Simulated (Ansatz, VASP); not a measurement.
**One calculation of Na2Sb, two programs**

```
CELL_PARAMETERS angstrom
-4.54742 4.54742 2.59995
4.54742 -4.54742 2.59995
4.54742 4.54742 -2.59995
ATOMIC_POSITIONS crystal
Na 0.73119 0.03991 0.30872
Na 0.73119 0.42247 0.69128
Na 0.78991 0.98119 0.80872
Na 0.17247 0.98119 0.19128
Sb 0.47343 0.47343 0.00000
Sb 0.22343 0.72343 0.50000
```

Alike in both runs: functional PBE; k mesh 8 × 8 × 8; occupations gaussian, width 0.1 eV; no spin polarisation.

Ansatz relaxed the structure, and its values are those at the end. VASP's run is a single point on that final structure, the one shown.

|  | VASP | Ansatz |
| --- | --- | --- |
| version | VASP 6.6.1 | Ansatz 0.2.0 |
| potentials or method | VASP PAW PBE potentials, release 64 (Na_pv, Sb), cutoff 520 eV | scalar-relativistic, plane waves, PAW |
| valence electrons in the cell | 38 | 66 |

|  | VASP | Ansatz | Ansatz less VASP |
| --- | --- | --- | --- |
| gap on the k mesh at the Fermi level (eV) | none | none | - |
| pressure (GPa) | 0.0 | 0.0 | +0.01 |

A gap of «none» marks a metal or a gap that the smearing closes. VASP's potentials hold 38 valence electrons a cell and Ansatz's 66, so a difference there can come from the potentials and not from the codes.

Neither program's run includes spin-orbit coupling.
